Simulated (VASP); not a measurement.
# Rh (P6_3/mmc) in VASP: a series of runs, part 2 of 2

VASP 6.6.1.

## Step 3: Single point, r2SCAN (12.53 Å³/atom)

This run uses another cell than the first one, of 12.53 Å³/atom.

POSCAR

```
Rh
1.0
    2.6177544318      0.0000000000      0.0000000000
   -1.3088772159      2.2670418388      0.0000000000
    0.0000000000      0.0000000000      4.2211765401
Rh
2
Direct
    0.6666666667      0.3333333333      0.7500000000
    0.3333333333      0.6666666667      0.2500000000
```

INCAR.step1

```
PREC = Accurate ; ENCUT = 520
ISMEAR = 0 ; SIGMA = 0.1
LREAL = False ; LASPH = True
NELM = 100 ; NBANDS = 22
GGA = PE ; ALGO = Normal
EDIFF = 1E-4 ; LWAVE = True
LCHARG = False
```

INCAR.step2

```
PREC = Accurate ; ENCUT = 520
EDIFF = 1E-7 ; ISMEAR = 0
SIGMA = 0.1 ; LREAL = False
LASPH = True ; NELM = 100
ALGO = Normal ; ISIF = 2
LWAVE = False ; LCHARG = False
METAGGA = R2SCAN ; LMIXTAU = True
NBANDS = 22 ; ISTART = 1
```

KPOINTS

```
Automatic mesh
0
Gamma
  18 18 10
```

Potentials or basis: VASP PAW PBE potentials, release 64 (Rh_pv).

Launch:

```bash
$ cat potpaw_PBE.64/Rh_pv/POTCAR > POTCAR
$ cp INCAR.step1 INCAR
$ mpirun -np 1 vasp_std > vasp.out
$ cp INCAR.step2 INCAR
$ mpirun -np 1 vasp_std > vasp.out
```

OUTCAR:

```text
PREC = Accurate
   ENCUT = 520
   EDIFF = 1E-7
   ISMEAR = 0
   LREAL = False
   LASPH = True
   NELM = 100
   ISIF = 2
   METAGGA = R2SCAN
   ISTART = 1

 ion  position               nearest neighbor table
   1  0.667  0.333  0.750-   2 2.60   2 2.60   2 2.60   2 2.60   2 2.60   2 2.60
   2  0.333  0.667  0.250-   1 2.60   1 2.60   1 2.60   1 2.60   1 2.60   1 2.60

  LATTYP: Found a hexagonal cell.
 ALAT       =     2.6177544318
 C/A-ratio  =     1.6125181525

  Lattice vectors:

 A1 = (   2.6177544318,   0.0000000000,   0.0000000000)
 A2 = (  -1.3088772159,   2.2670418388,   0.0000000000)
 A3 = (   0.0000000000,   0.0000000000,   4.2211765401)

Analysis of symmetry for initial positions (statically):
=====================================================================
 Subroutine PRICEL returns:
 Original cell was already a primitive cell.

 Routine SETGRP: Setting up the symmetry group for a
 hexagonal supercell.

 Subroutine GETGRP returns: Found 24 space group operations
 (whereof 12 operations were pure point group operations)
 out of a pool of 24 trial point group operations.

The static configuration has the point symmetry D_3d.
 The point group associated with its full space group is D_6h.

Analysis of symmetry for dynamics (positions and initial velocities):
=====================================================================
 Subroutine PRICEL returns:
 Original cell was already a primitive cell.

 Routine SETGRP: Setting up the symmetry group for a
 hexagonal supercell.

 Subroutine GETGRP returns: Found 24 space group operations
 (whereof 12 operations were pure point group operations)
 out of a pool of 24 trial point group operations.

The dynamic configuration has the point symmetry D_3d.
 The point group associated with its full space group is D_6h.

 Subroutine INISYM returns: Found 24 space group operations
 (whereof 12 operations are pure point group operations),
 and found     1 'primitive' translations

----------------------------------------------------------------------------------------

                                     Primitive cell

  volume of cell :      25.0508

  direct lattice vectors                    reciprocal lattice vectors
     2.617754432  0.000000000  0.000000000     0.382006802  0.220551730  0.000000000
    -1.308877216  2.267041839  0.000000000     0.000000000  0.441103460  0.000000000
     0.000000000  0.000000000  4.221176540     0.000000000  0.000000000  0.236900776

  length of vectors
     2.617754432  2.617754432  4.221176540     0.441103460  0.441103460  0.236900776

  position of ions in fractional coordinates (direct lattice)
     0.666666667  0.333333333  0.750000000
     0.333333333  0.666666667  0.250000000

  ion indices of the primitive-cell ions
   primitive index   ion index
                 1           1
                 2           2

----------------------------------------------------------------------------------------

 KPOINTS: Automatic mesh

Automatic generation of k-mesh.
 Grid dimensions read from file:
 generate k-points for:   18   18   10

 Generating k-lattice:

  Cartesian coordinates                     Fractional coordinates (reciprocal lattice)
     0.021222600  0.012252874  0.000000000     0.055555556 -0.000000000  0.000000000
     0.000000000  0.024505748  0.000000000     0.000000000  0.055555556  0.000000000
     0.000000000  0.000000000  0.023690078     0.000000000  0.000000000  0.100000000

  Length of vectors
     0.024505748  0.024505748  0.023690078

  Shift w.r.t. Gamma in fractional coordinates (k-lattice)
     0.000000000  0.000000000  0.000000000

 Subroutine IBZKPT returns following result:
 ===========================================

 Found    222 irreducible k-points:

 Following reciprocal coordinates:
            Coordinates               Weight
  0.000000  0.000000  0.000000      1.000000
  0.055556  0.000000  0.000000      6.000000
  0.111111  0.000000  0.000000      6.000000
  0.166667  0.000000  0.000000      6.000000
  0.222222  0.000000  0.000000      6.000000
  0.277778  0.000000  0.000000      6.000000
[... 16 lines left out ...]
  0.333333  0.111111  0.000000     12.000000
  0.388889  0.111111  0.000000     12.000000
 [... further k-points ...]
   k-points           NKPTS =    222   k-points in BZ     NKDIM =    222   number of bands    NBANDS=     22
   number of dos      NEDOS =    301   number of ions     NIONS =      2
   total plane-waves  NPLWV =  12800
   dimension x,y,z NGX =    20 NGY =   20 NGZ =   32
   dimension x,y,z NGXF=    40 NGYF=   40 NGZF=   64
   ions per type =               2
   NGX,Y,Z   is equivalent  to a cutoff of  12.70, 12.70, 12.60 a.u.
   NGXF,Y,Z  is equivalent  to a cutoff of  25.40, 25.40, 25.21 a.u.
 SYSTEM =  unknown system
   PREC   = accura    normal or accurate (medium, high low for compatibility)
   ISTART =      1    job   : 0-new  1-cont  2-samecut
   ICHARG =      0    charge: 1-file 2-atom 10-const
   ISPIN  =      1    spin polarized calculation?
   LNONCOLLINEAR =      F non collinear calculations
   LSORBIT =      F    spin-orbit coupling
   LASPH  =      T    aspherical Exc in radial PAW
   ENCUT  =  520.0 eV  38.22 Ry    6.18 a.u.   4.87  4.87  7.85*2*pi/ulx,y,z
   NELM   =    100;   NELMIN=  2; NELMDL=  0     # of ELM steps
   EDIFF  = 0.1E-06   stopping-criterion for ELM
   LREAL  =      F    real-space projection
   EDIFFG = 0.1E-05   stopping-criterion for IOM
   NSW    =      0    number of steps for IOM
   IBRION =     -1    ionic relax: 0-MD 1-quasi-New 2-CG
   NFREE  =      0    steps in history (QN), initial steepest desc. (CG)
   ISIF   =      2    stress and relaxation
   ISYM   =      2    0-nonsym 1-usesym 2-fastsym
   POTIM  = 0.5000    time-step for ionic-motion
   TEBEG  =    0.0;   TEEND  =   0.0 temperature during run
   PSTRESS=    0.0 pullay stress
   NELECT =      30.0000    total number of electrons
   NUPDOWN=      -1.0000    fix difference up-down
   EMIN   =  10.00;   EMAX   =-10.00  energy-range for DOS
   EFERMI =   0.00;   METHOD = LEGACY
   ISMEAR =     0;   SIGMA  =   0.10  broadening in eV -4-tet -1-fermi 0-gaus
   EFERMI_NEDOS =   21; number of points for ismear=-14 and -15
   IALGO  =     38    algorithm
   IMIX   =      4    mixing-type and parameters
     AMIX     =   0.40;   BMIX     =  1.00
     AMIX_MAG =   1.60;   BMIX_MAG =  1.00
  volume/ion in A,a.u.               =      12.53        84.53
  Fermi-wavevector in a.u.,A,eV,Ry     =   1.738500  3.285288 41.121989  3.022381
  Thomas-Fermi vector in A             =   2.811520
   LORBIT       =      0    0 simple, 1 ext, 2 COOP (PROOUT), +10 PAW based schemes
   METAGGA = R2SCAN    functional components
   LHFCALC =     F    Hartree Fock is set to
   AEXX    =    0.0000 exact exchange contribution
   IVDW    =     0    specifies the selected vdW correction
   LEPSILON=     F    determine dielectric tensor
   LRPA    =     F    only Hartree local field effects (RPA)
 non-spin polarized calculation
 Gauss-broadening in eV      SIGMA  =   0.10
  energy-cutoff  :      520.00
  volume of cell :       25.05
 maximum number of plane-waves:       699
 NGX is ok and might be reduce to    20
   NGX =  9   NGY =  9   NGZ = 15

 number of electron      29.9999996 magnetization

 Free energy of the ion-electron system (eV)
  ---------------------------------------------------
  ext. energy  EPLUGINS =         0.00000000
  ---------------------------------------------------
  free energy    TOTEN  =       -47.93046772 eV

  energy without entropy =      -47.91684846  energy(sigma->0) =      -47.92365809

 E-fermi :  13.6642     XC(G=0): -15.9148

 val. band max:       13.6634458308   @ k =   0.0000   0.0000   0.3000
 cond. band min:      13.6687123394   @ k =   0.3889   0.1667   0.2000
 fundamental gap:      0.0052665086
 Fermi energy:        13.6641651934

 k-point     1 :       0.0000    0.0000    0.0000
  band No.  band energies     occupation
      1     -35.5257      2.00000
      2     -34.5565      2.00000
      3     -34.5565      2.00000
      4     -34.4132      2.00000
      5     -34.3992      2.00000
      6     -34.3992      2.00000
[... 14 lines left out ...]
     21      30.8449      0.00000
     22      30.8454      0.00000
[... 552 lines left out ...]
  band No.  band energies     occupation
      1     -35.3076      2.00000
      2     -35.1362      2.00000
      3     -35.0466      2.00000
      4     -34.8390      2.00000
      5     -34.6832      2.00000
      6     -34.5927      2.00000
[... 14 lines left out ...]
     21      26.7916      0.00000
     22      29.5364      0.00000

 [... further k-points ...]

------------------------ aborting loop because EDIFF is reached ----------------------------------------

  FORCE on cell =-STRESS in cart. coord.  units (eV):
  Direction    XX          YY          ZZ          XY          YZ          ZX
  --------------------------------------------------------------------------------------
  -------------------------------------------------------------------------------------
  Total        5.5411518      5.5411518      5.5556021     -0.0000000      0.0000000      0.0000000
  in kB      354.3958916    354.3958916    355.3200892     -0.0000000      0.0000000      0.0000000
  external PRESSURE =     354.7039575 kB  Pullay stress =       0.0000000 kB

 VOLUME and BASIS-vectors are now :
 -----------------------------------------------------------------------------
  energy-cutoff  :      520.00
  volume of cell :       25.05
      direct lattice vectors                 reciprocal lattice vectors
     2.617754432  0.000000000  0.000000000     0.382006802  0.220551730  0.000000000
    -1.308877216  2.267041839  0.000000000     0.000000000  0.441103460  0.000000000
     0.000000000  0.000000000  4.221176540     0.000000000  0.000000000  0.236900776

 POSITION                                       TOTAL-FORCE (eV/Angst)
 -----------------------------------------------------------------------------------
      1.30888      0.75568      3.16588         0.000000      0.000000      0.000000
     -0.00000      1.51136      1.05529        -0.000000      0.000000      0.000000
 -----------------------------------------------------------------------------------
    total drift:                               -0.000000      0.000000     -0.000000

  FREE ENERGIE OF THE ION-ELECTRON SYSTEM (eV)
  ---------------------------------------------------
  free  energy   TOTEN  =       -47.9304677187 eV

  energy  without entropy=      -47.9168484559  energy(sigma->0) =      -47.92365809
```

OSZICAR.step1:

```text
N       E                     dE             d eps       ncg     rms          rms(c)
DAV:   1     0.327872691163E+03    0.32787E+03   -0.18960E+04  9774   0.162E+03
DAV:   2    -0.767432764885E+01   -0.33555E+03   -0.32340E+03 10170   0.481E+02
DAV:   3    -0.149609090570E+02   -0.72866E+01   -0.72526E+01 11496   0.798E+01
DAV:   4    -0.150079976941E+02   -0.47089E-01   -0.47084E-01 10932   0.644E+00
DAV:   5    -0.150087233831E+02   -0.72569E-03   -0.72568E-03 11508   0.823E-01    0.187E+01
DAV:   6    -0.141506658883E+02    0.85806E+00   -0.17205E+00 10680   0.146E+01    0.740E+00
DAV:   7    -0.140995162562E+02    0.51150E-01   -0.88276E-02 11550   0.295E+00    0.263E+00
DAV:   8    -0.140928951202E+02    0.66211E-02   -0.13306E-02 10200   0.134E+00    0.480E-01
DAV:   9    -0.140924549648E+02    0.44016E-03   -0.35861E-04 11102   0.226E-01    0.309E-02
DAV:  10    -0.140924642146E+02   -0.92498E-05   -0.78000E-06  5436   0.294E-02
   1 F= -.14092464E+02 E0= -.14085486E+02  d E =-.139559E-01
```

It took 5.8 min on 1 thread of Intel Xeon Platinum 8259CL at 2.50GHz (Skylake/Cascade Lake), shared host; peak memory 0.22 GiB.

Results:

```yaml
Free_energy: -47.9305 eV
Pressure: 35.5 GPa
Band_gap_on_the_k_mesh: zero (bands 15 and 16 overlap by 2.89 eV)
```

Stress tensor (GPa, compression positive):
```
35.44  0.00  0.00
 0.00 35.44  0.00
 0.00  0.00 35.53
```

Caveat: the cell stands under pressure; the PAW data sets were made with another functional, which shifts forces and pressure a little.
